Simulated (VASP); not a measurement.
A run of VASP 6.6.1:

File INCAR:

```
PREC = Accurate
ENCUT = 600
EDIFF = 1E-6
ISMEAR = 0
SIGMA = 0.02
LREAL = False
LASPH = True
NELM = 80
ALGO = Normal
ISIF = 3
LWAVE = False
LCHARG = False
GGA = PE
IVDW = 12
IBRION = 2
NSW = 100
EDIFFG = -0.005
```

File KPOINTS:

```
Automatic mesh
0
Gamma
  12 12 4
```

Contents of POSCAR:

```
BN
1.0
    2.4982400000      0.0000000000      0.0000000000
   -1.2491200000      2.1635393048      0.0000000000
    0.0000000000      0.0000000000      6.6357000000
B N
2 2
Direct
    0.3333333333      0.6666666667      0.2500000000
    0.6666666667      0.3333333333      0.7500000000
    0.3333333333      0.6666666667      0.7500000000
    0.6666666667      0.3333333333      0.2500000000
```

Potentials or basis: VASP PAW PBE potentials, release 64 (B, N).

The run is started by

```bash
$ cat potpaw_PBE.64/B/POTCAR potpaw_PBE.64/N/POTCAR > POTCAR
$ mpirun -np 1 vasp_std > vasp.out
```

Hardware: 1 thread of Intel(R) Xeon(R) Platinum 8488C (Sapphire Rapids), on a shared host.

How long does it take, and how much memory?

Wall time 76 s on 1 thread of Intel(R) Xeon(R) Platinum 8488C (Sapphire Rapids), on a shared host, peak memory 0.18 GiB. Counts: scf iterations 58, k points 57, ion steps 9.
